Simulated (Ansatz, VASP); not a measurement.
# Two plane-wave programs on N

POSCAR

```
N
1.0
    4.1672328106      0.0000000000      0.0000000000
   -2.0836164053      3.6089294775      0.0000000000
    0.0000000000      0.0000000000      7.0060035100
N
4
Direct
    0.6666666667      0.3333333333      0.6710699600
    0.6666666667      0.3333333333      0.8289300400
    0.3333333333      0.6666666667      0.1710699600
    0.3333333333      0.6666666667      0.3289300400
```

Contents of INCAR.step1:

```
PREC = Accurate
ENCUT = 520
EDIFF = 1E-5
ISMEAR = -1
SIGMA = 0.05
LREAL = F
LASPH = T
NELM = 80
ALGO = Normal
ISIF = 2
LWAVE = T
LCHARG = F
GGA = PE
NBANDS = 18
```

The input INCAR.step2:

```
PREC = Accurate
ENCUT = 520
EDIFF = 1E-7
ISMEAR = -1
SIGMA = 0.05
LREAL = F
LASPH = T
NELM = 80
ALGO = Normal
ISIF = 2
LWAVE = F
LCHARG = F
GGA = PE
LHFCALC = T
AEXX = 0.05
HFSCREEN = 0.2
PRECFOCK = Normal
ISTART = 1
NBANDS = 18
```

KPOINTS

```
regular mesh
0
Gamma
  4 4 2
```

File input.yaml:

```yaml
crystal:
  lattice:
    - [4.1672328106, 0.0, 0.0]
    - [-2.0836164053, 3.6089294775, 0.0]
    - [0.0, 0.0, 7.00600351]
  atoms:
    - { symbol: "N", position: [0.6666666667, 0.3333333333, 0.67106996] }
    - { symbol: "N", position: [0.6666666667, 0.3333333333, 0.82893004] }
    - { symbol: "N", position: [0.3333333333, 0.6666666667, 0.17106996] }
    - { symbol: "N", position: [0.3333333333, 0.6666666667, 0.32893004] }
hamiltonian:
  xc: { exchange: pbe, correlation: pbe, exx: { coeff: 0.05, omega: 0.2 } }
  pseudopotentials: { kind: paw }
kpoints:
  mp_grid: { grid: [4, 4, 2] }
scf:
  occupations: { method: fermi_dirac, width: 0.05 }
output:
  forces: true
  stress: true
  eigenvalues: true
  write_density: true
  write_potential: true
  elf: true
  volumetric_format: npy
```

Alike in both runs: task single point; functional PBE-based screened hybrid; k mesh 4 × 4 × 2; occupations fermi-dirac, width 0.05 eV; no spin polarisation.

```csv
,VASP,Ansatz
version,VASP 6.6.1,Ansatz 0.2.0
potentials or method,"VASP PAW PBE potentials, release 64 (N)",Ansatz PAW
plane-wave cutoff (eV),520,420
valence electrons in the cell,20,20
```

```csv
,VASP,Ansatz,Ansatz less VASP
gap on the k mesh at the Fermi level (eV),7.57,7.62,+0.049
least direct gap on the mesh (eV),7.79,7.83,+0.046
pressure (GPa),0.9,-0.8,-1.73
"traceless stress, the component that is largest in VASP (GPa)",1.75,-2.03,-3.780
rms of the force components (eV/Å),0.443,0.547,+0.1039
```

VASP's potentials were made for PBE, not for PBE-based screened hybrid. Atom by atom the forces differ by 0.991 eV/Å (rms over components).

The k mesh is coarse, so the values compare programs but aren't converged. Noted on VASP's run: the standard files for N, O and F lose accuracy on very short bonds.
